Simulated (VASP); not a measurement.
Crystal: Te2Mo (series).

```
Te Mo
1.0
     3.51820    0.00000    0.00000
    -1.75910    3.04685    0.00000
     0.00000    0.00000   13.97360
Te Mo
4 2
Direct
  0.33333 0.66667 0.62100
  0.66667 0.33333 0.12100
  0.33333 0.66667 0.87900
  0.66667 0.33333 0.37900
  0.33333 0.66667 0.25000
  0.66667 0.33333 0.75000
```

Program: VASP 6.6.1. Alike in all runs: task single point; level PBE+D3(BJ); potentials or basis VASP PAW PBE potentials, release 64 (Te, Mo_sv); no spin polarisation; cell as given; cutoff (eV) 500; smearing gaussian 0.02 eV. Hardware: 1 thread of Intel Xeon 6975P-C, on a shared host.

Question: Order these runs on this cell by their wall time, lowest first.
A. k mesh 6 × 6 × 1
B. k mesh 6 × 6 × 2
C. k mesh 12 × 12 × 4

Answer: A (49 s), B (100 s), C (280 s).

Caveats: some runs use coarse meshes.
